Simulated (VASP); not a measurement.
Runs of VASP 6.6.1 on Rh. The structure is that of space group P6_3/mmc (No. 194), or close to it. The cells are those of the table. This isn't the form of Rh at room conditions, which is fcc.

```csv
cell,further INCAR settings,gap on the mesh (eV),pressure (GPa)
"a = 2.652, b = 2.652, c = 4.628 Å, angles 90.0, 90.0, 120.0°, 2 atoms",ALGO = Fast; EDIFF = 1e-06; NBANDS = 22,none,-9.0
"a = 2.836, b = 2.836, c = 4.048 Å, angles 90.0, 90.0, 120.0°, 2 atoms",ALGO = Fast; EDIFF = 1e-07; NBANDS = 22,none,-5.8
"a = 2.722, b = 2.722, c = 4.563 Å, angles 90.0, 90.0, 120.0°, 2 atoms",ALGO = Fast; EDIFF = 1e-06; NBANDS = 22,none,(b)
"a = 2.617, b = 2.617, c = 4.754 Å, angles 90.0, 90.0, 120.0°, 2 atoms",ALGO = Fast; EDIFF = 1e-07; NBANDS = 22,none,-6.6
"a = 2.796, b = 2.796, c = 4.324 Å, angles 90.0, 90.0, 120.0°, 2 atoms",ALGO = Fast; EDIFF = 1e-06; NBANDS = 22,none,-17.8
"a = 2.798, b = 2.798, c = 4.158 Å, angles 90.0, 90.0, 120.0°, 2 atoms",ALGO = Fast; EDIFF = 1e-06; NBANDS = 22,none,(a)
"a = 2.724, b = 2.724, c = 4.386 Å, angles 90.0, 90.0, 120.0°, 2 atoms",ALGO = Fast; EDIFF = 1e-07; NBANDS = 22,none,(c)
"a = 2.761, b = 2.761, c = 4.270 Å, angles 90.0, 90.0, 120.0°, 2 atoms",ALGO = Fast; EDIFF = 1e-07; NBANDS = 22,none,-9.7
```

Alike in all rows: task single point; level PBEsol; potentials or basis VASP PAW PBE potentials, release 64 (Rh_pv); no spin polarisation; k mesh 21 × 21 × 12; cutoff (eV) 520; smearing gaussian 0.15 eV.

Estimate the missing entries.

(a) -8.1; (b) -18.1; (c) -10.3.

Caveats: the PAW data sets were made with another functional, which shifts forces and pressure a little; the stress differs along the axes, from -22 to -2 GPa (at least some runs); the stress differs along the axes, from -15 to 12 GPa (at least some runs); the stress differs along the axes, from -24 to -15 GPa (at least some runs); the stress differs along the axes, from -27 to 4 GPa (at least some runs); the stress differs along the axes, from -20 to -12 GPa (at least some runs); the stress differs along the axes, from -14 to 4 GPa (at least some runs).

A k mesh can miss the band edges, and the runs leave out spin-orbit coupling on Rh.

A gap of «none» marks levels without a gap at the run's occupations.
